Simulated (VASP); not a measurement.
Input of a VASP 6.6.1 run:

File POSCAR:

```
SnO2
1.0
    0.0000000000      2.5334669704      2.5334669704
    2.5334669704      0.0000000000      2.5334669704
    2.5334669704      2.5334669704      0.0000000000
Sn O
1 2
Direct
    0.0000000000      0.0000000000      0.0000000000
    0.2500000000      0.2500000000      0.2500000000
    0.7500000000      0.7500000000      0.7500000000
```

The input INCAR.step1:

```
PREC = Accurate
ENCUT = 520
EDIFF = 1E-5
ISMEAR = 0
SIGMA = 0.01
LREAL = F
LASPH = T
NELM = 100
ALGO = Normal
ISIF = 2
LWAVE = T
LCHARG = F
NBANDS = 20
GGA = PE
```

The input INCAR.step2:

```
PREC = Accurate
ENCUT = 520
EDIFF = 1E-6
ISMEAR = 0
SIGMA = 0.01
LREAL = F
LASPH = T
NELM = 100
ALGO = Normal
ISIF = 2
LWAVE = F
LCHARG = F
GGA = PE
LHFCALC = T
AEXX = 0.05
HFSCREEN = 0.2078
PRECFOCK = Normal
NBANDS = 20
ISTART = 1
```

Contents of KPOINTS:

```
regular mesh
0
Gamma
  4 4 4
```

Potentials or basis: VASP PAW PBE potentials, release 64 (Sn_d, O).

Command:

```bash
$ cat potpaw_PBE.64/Sn_d/POTCAR potpaw_PBE.64/O/POTCAR > POTCAR
$ cp INCAR.step1 INCAR
$ mpirun -np 1 vasp_std > vasp.out
$ cp INCAR.step2 INCAR
$ mpirun -np 1 vasp_std > vasp.out
```

Task: What does it give for the band gap on the k mesh?

Result: 0.54 eV (least direct gap 1.96 eV).

Task: Predict the pressure.

Result: 7.2 GPa.

Caveat: the k points lie up to 0.54 Å⁻¹ apart; the PAW data sets were made with another functional, which shifts forces and pressure a little; spin-orbit coupling is left out, which moves the levels of the heavy elements. A k mesh can miss the band edges.
